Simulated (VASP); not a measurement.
# Pb in VASP: notebook, part 2 of 2

VASP 6.6.1. The steps go on from the part before.

## 4. Single point, PBE

INCAR reads:

```
SYSTEM = Pb
PREC = Accurate ; ENCUT = 520
EDIFF = 1E-6 ; ISMEAR = -1
SIGMA = 0.08 ; LREAL = .FALSE.
LASPH = .TRUE. ; NELM = 80
ALGO = Normal ; ISIF = 2
LWAVE = .FALSE. ; LCHARG = .FALSE.
GGA = PE ; NBANDS = 43
```

KPOINTS reads:

```
regular mesh
0
G
  12 12 1
  0 0 0
```

POSCAR reads:

```
Pb
1.0
    3.5630884189      0.0000000000      0.0000000000
   -1.7815442094      3.0857250867      0.0000000000
    0.0000000000      0.0000000000     27.6370000000
Pb
5
Direct
    0.8333333333      0.1666666667      0.2958165965
    0.1666666667      0.8333333333      0.3943969012
    0.5000000000      0.5000000000      0.5000000014
    0.8333333333      0.1666666667      0.6056030995
    0.1666666667      0.8333333333      0.7041834014
```

Potentials or basis: VASP PAW PBE potentials, release 64 (Pb_d).

Command:

```
> cat potpaw_PBE.64/Pb_d/POTCAR > POTCAR
> mpirun -np 1 vasp_std > vasp.out
```

OUTCAR:

```text
SYSTEM = Pb
   PREC = Accurate
   ENCUT = 520
   EDIFF = 1E-6
   ISMEAR = -1
   LREAL = .FALSE.
   LASPH = .TRUE.
   NELM = 80
   ISIF = 2
   GGA = PE

 ion  position               nearest neighbor table
   1  0.833  0.167  0.296-   2 3.41   2 3.41   2 3.41
   2  0.167  0.833  0.394-   1 3.41   1 3.41   1 3.41   3 3.57   3 3.57   3 3.57
   3  0.500  0.500  0.500-   4 3.57   4 3.57   4 3.57   2 3.57   2 3.57   2 3.57
   4  0.833  0.167  0.606-   5 3.41   5 3.41   5 3.41   3 3.57   3 3.57   3 3.57
   5  0.167  0.833  0.704-   4 3.41   4 3.41   4 3.41

  LATTYP: Found a hexagonal cell.
 ALAT       =     3.5630884189
 C/A-ratio  =     7.7564732476

  Lattice vectors:

 A1 = (   3.5630884189,   0.0000000000,   0.0000000000)
 A2 = (  -1.7815442094,   3.0857250867,   0.0000000000)
 A3 = (   0.0000000000,   0.0000000000,  27.6370000000)

Analysis of symmetry for initial positions (statically):
=====================================================================
 Subroutine PRICEL returns:
 Original cell was already a primitive cell.

 Routine SETGRP: Setting up the symmetry group for a
 hexagonal supercell.

 Subroutine GETGRP returns: Found 12 space group operations
 (whereof  4 operations were pure point group operations)
 out of a pool of 24 trial point group operations.

The static configuration has the point symmetry C_2h.
 The point group associated with its full space group is D_3d.

Analysis of symmetry for dynamics (positions and initial velocities):
=====================================================================
 Subroutine PRICEL returns:
 Original cell was already a primitive cell.

 Routine SETGRP: Setting up the symmetry group for a
 hexagonal supercell.

 Subroutine GETGRP returns: Found 12 space group operations
 (whereof  4 operations were pure point group operations)
 out of a pool of 24 trial point group operations.

The dynamic configuration has the point symmetry C_2h.
 The point group associated with its full space group is D_3d.

 Subroutine INISYM returns: Found 12 space group operations
 (whereof  4 operations are pure point group operations),
 and found     1 'primitive' translations

----------------------------------------------------------------------------------------

                                     Primitive cell

  volume of cell :     303.8608

  direct lattice vectors                    reciprocal lattice vectors
     3.563088419  0.000000000  0.000000000     0.280655398  0.162036470  0.000000000
    -1.781544209  3.085725087  0.000000000     0.000000000  0.324072940  0.000000000
     0.000000000  0.000000000 27.637000000     0.000000000  0.000000000  0.036183377

  length of vectors
     3.563088419  3.563088419 27.637000000     0.324072940  0.324072940  0.036183377

  position of ions in fractional coordinates (direct lattice)
     0.833333333  0.166666667  0.295816597
     0.166666667  0.833333333  0.394396901
     0.500000000  0.500000000  0.500000001
     0.833333333  0.166666667  0.605603100
     0.166666667  0.833333333  0.704183401

  ion indices of the primitive-cell ions
   primitive index   ion index
                 1           1
                 2           2
                 3           3
                 4           4
                 5           5
[... 24 lines left out ...]

 Found     19 irreducible k-points:

 Following reciprocal coordinates:
            Coordinates               Weight
  0.000000  0.000000  0.000000      1.000000
  0.083333 -0.000000  0.000000      6.000000
  0.166667 -0.000000  0.000000      6.000000
  0.250000 -0.000000  0.000000      6.000000
  0.333333  0.000000  0.000000      6.000000
  0.416667 -0.000000  0.000000      6.000000
[... 11 lines left out ...]
  0.333333  0.250000  0.000000     12.000000
  0.333333  0.333333  0.000000      2.000000
   k-points           NKPTS =     19   k-points in BZ     NKDIM =     19   number of bands    NBANDS=     43
   number of dos      NEDOS =    301   number of ions     NIONS =      5
   total plane-waves  NPLWV = 164640
   dimension x,y,z NGX =    28 NGY =   28 NGZ =  210
   dimension x,y,z NGXF=    56 NGYF=   56 NGZF=  420
   ions per type =               5
   NGX,Y,Z   is equivalent  to a cutoff of  13.06, 13.06, 12.63 a.u.
   NGXF,Y,Z  is equivalent  to a cutoff of  26.13, 26.13, 25.26 a.u.
 SYSTEM =  Pb
   PREC   = accura    normal or accurate (medium, high low for compatibility)
   ISTART =      0    job   : 0-new  1-cont  2-samecut
   ICHARG =      2    charge: 1-file 2-atom 10-const
   ISPIN  =      1    spin polarized calculation?
   LNONCOLLINEAR =      F non collinear calculations
   LSORBIT =      F    spin-orbit coupling
   LASPH  =      T    aspherical Exc in radial PAW
   ENCUT  =  520.0 eV  38.22 Ry    6.18 a.u.   6.62  6.62 51.39*2*pi/ulx,y,z
   NELM   =     80;   NELMIN=  2; NELMDL= -5     # of ELM steps
   EDIFF  = 0.1E-05   stopping-criterion for ELM
   LREAL  =      F    real-space projection
   EDIFFG = 0.1E-04   stopping-criterion for IOM
   NSW    =      0    number of steps for IOM
   IBRION =     -1    ionic relax: 0-MD 1-quasi-New 2-CG
   NFREE  =      0    steps in history (QN), initial steepest desc. (CG)
   ISIF   =      2    stress and relaxation
   ISYM   =      2    0-nonsym 1-usesym 2-fastsym
   POTIM  = 0.5000    time-step for ionic-motion
   TEBEG  =    0.0;   TEEND  =   0.0 temperature during run
   PSTRESS=    0.0 pullay stress
   NELECT =      70.0000    total number of electrons
   NUPDOWN=      -1.0000    fix difference up-down
   EMIN   =  10.00;   EMAX   =-10.00  energy-range for DOS
   EFERMI =   0.00;   METHOD = LEGACY
   ISMEAR =    -1;   SIGMA  =   0.08  broadening in eV -4-tet -1-fermi 0-gaus
   EFERMI_NEDOS =   21; number of points for ismear=-14 and -15
   IALGO  =     38    algorithm
   IMIX   =      4    mixing-type and parameters
     AMIX     =   0.40;   BMIX     =  1.00
     AMIX_MAG =   1.60;   BMIX_MAG =  1.00
  volume/ion in A,a.u.               =      60.77       410.11
  Fermi-wavevector in a.u.,A,eV,Ry     =   1.003574  1.896479 13.703246  1.007160
  Thomas-Fermi vector in A             =   2.136134
   LORBIT       =      0    0 simple, 1 ext, 2 COOP (PROOUT), +10 PAW based schemes
   GGA     = PE    functional components
   LHFCALC =     F    Hartree Fock is set to
   AEXX    =    0.0000 exact exchange contribution
   IVDW    =     0    specifies the selected vdW correction
   LEPSILON=     F    determine dielectric tensor
   LRPA    =     F    only Hartree local field effects (RPA)
 non-spin polarized calculation
  energy-cutoff  :      520.00
  volume of cell :      303.86
 maximum number of plane-waves:      8271
 NGX is ok and might be reduce to    28
   NGX = 13   NGY = 13   NGZ =103

 number of electron      70.0000006 magnetization

 Free energy of the ion-electron system (eV)
  ---------------------------------------------------
  ext. energy  EPLUGINS =         0.00000000
  ---------------------------------------------------
  free energy    TOTEN  =       -17.45017607 eV

  energy without entropy =      -17.37852291  energy(sigma->0) =      -17.41434949

 E-fermi :   1.8578     XC(G=0):  -5.6950

 val. band max:        1.8474588519   @ k =   0.3333   0.3333   0.0000
 cond. band min:       1.8667592164   @ k =   0.0000   0.0000   0.0000
 fundamental gap:      0.0193003645
 Fermi energy:         1.8577543478

 k-point     1 :       0.0000    0.0000    0.0000
  band No.  band energies     occupation
      1     -15.3224      2.00000
      2     -15.2831      2.00000
      3     -15.2831      2.00000
      4     -15.2775      2.00000
      5     -15.2773      2.00000
      6     -15.2337      2.00000
[... 863 lines left out ...]
     42       4.0892      0.00000
     43       4.5130      0.00000

------------------------ aborting loop because EDIFF is reached ----------------------------------------

  FORCE on cell =-STRESS in cart. coord.  units (eV):
  Direction    XX          YY          ZZ          XY          YZ          ZX
  --------------------------------------------------------------------------------------
  -------------------------------------------------------------------------------------
  Total        0.0306850      0.0306850     -0.0692928      0.0000000      0.0000000     -0.0000000
  in kB        0.1617936      0.1617936     -0.3653626      0.0000000      0.0000000     -0.0000000
  external PRESSURE =      -0.0139251 kB  Pullay stress =       0.0000000 kB

 VOLUME and BASIS-vectors are now :
 -----------------------------------------------------------------------------
  energy-cutoff  :      520.00
  volume of cell :      303.86
      direct lattice vectors                 reciprocal lattice vectors
     3.563088419  0.000000000  0.000000000     0.280655398  0.162036470  0.000000000
    -1.781544209  3.085725087  0.000000000     0.000000000  0.324072940  0.000000000
     0.000000000  0.000000000 27.637000000     0.000000000  0.000000000  0.036183377

 POSITION                                       TOTAL-FORCE (eV/Angst)
 -----------------------------------------------------------------------------------
      2.67232      0.51429      8.17548         0.000000     -0.000000      0.003636
     -0.89077      2.57144     10.89995         0.000000     -0.000000     -0.007285
      0.89077      1.54286     13.81850        -0.000000      0.000000      0.000000
      2.67232      0.51429     16.73705        -0.000000      0.000000      0.007285
     -0.89077      2.57144     19.46152        -0.000000      0.000000     -0.003636
 -----------------------------------------------------------------------------------
    total drift:                               -0.000001      0.000000     -0.000001

  FREE ENERGIE OF THE ION-ELECTRON SYSTEM (eV)
  ---------------------------------------------------
  free  energy   TOTEN  =       -17.4501760692 eV

  energy  without entropy=      -17.3785229137  energy(sigma->0) =      -17.41434949
```

stdout:

```text
POSCAR found type information on POSCAR Pb
 POSCAR found :  1 types and       5 ions
 scaLAPACK will be used
 LDA part: xc-table for (Slater+PW92), standard interpolation
 POSCAR, INCAR and KPOINTS ok, starting setup
 FFT: planning ... GRIDC
 FFT: planning ... GRID_SOFT
 FFT: planning ... GRID
 WAVECAR not read
 entering main loop
```

It took 4.7 min on 1 thread of AMD EPYC 9R45 (Zen 5), shared host; peak memory 0.48 GiB.

What came out:

| Quantity | Value |
| --- | --- |
| Free energy | -17.4502 eV |
| Largest force | 0.007 eV/Å |
| Band gap on the k mesh | zero (bands 35 and 36 overlap by 4.88 eV) |

Forces on the atoms (eV/Å):
```
Pb   0.000  0.000  0.004
Pb   0.000  0.000 -0.007
Pb   0.000  0.000  0.000
Pb   0.000  0.000  0.007
Pb   0.000  0.000 -0.004
```

Levels at points of the mesh, in eV from the Fermi level:
| k point | band 31 | band 32 | band 33 | band 34 | band 35 | band 36 | band 37 | band 38 | band 39 | band 40 |
| --- | --- | --- | --- | --- | --- | --- | --- | --- | --- | --- |
| (0.00, 0.00, 0.00) | -3.48 | -2.05 | 0.01 | 2.08 | 3.24 | 3.54 | 4.77 | 4.88 | 5.24 | 5.24 |
| (0.50, 0.00, 0.00) | -3.86 | -3.27 | -2.84 | -2.38 | -2.21 | 0.74 | 0.95 | 1.61 | 1.98 | 2.38 |

Caveat: there is no dipole correction, which matters where the two faces differ; spin-orbit coupling is left out, which moves the levels of the heavy elements.

## 5. Overview

| cell | dipole correction | electric field (eV/Å) | gap on the mesh (eV) | largest force (eV/Å) |
| --- | --- | --- | --- | --- |
| as given, atomic positions A | yes | - | none | 0.21 |
| as given, atomic positions B | yes | -0.5 eV/Å | none | 0.02 |
| as given, atomic positions B | no | - | none | 0.01 |

Alike in all rows: task single point; level PBE; potentials or basis VASP PAW PBE potentials, release 64 (Pb_d); no spin polarisation; k mesh 12 × 12 × 1; cutoff (eV) 520; smearing fermi-dirac 0.08 eV.

Caveats: spin-orbit coupling is left out, which moves the levels of the heavy elements; there is no dipole correction, which matters where the two faces differ (at least some runs).

Absolute energies hang on the potentials; compare differences alone.

The gap in the log of VASP goes by the Fermi energy; the results here count the filled bands.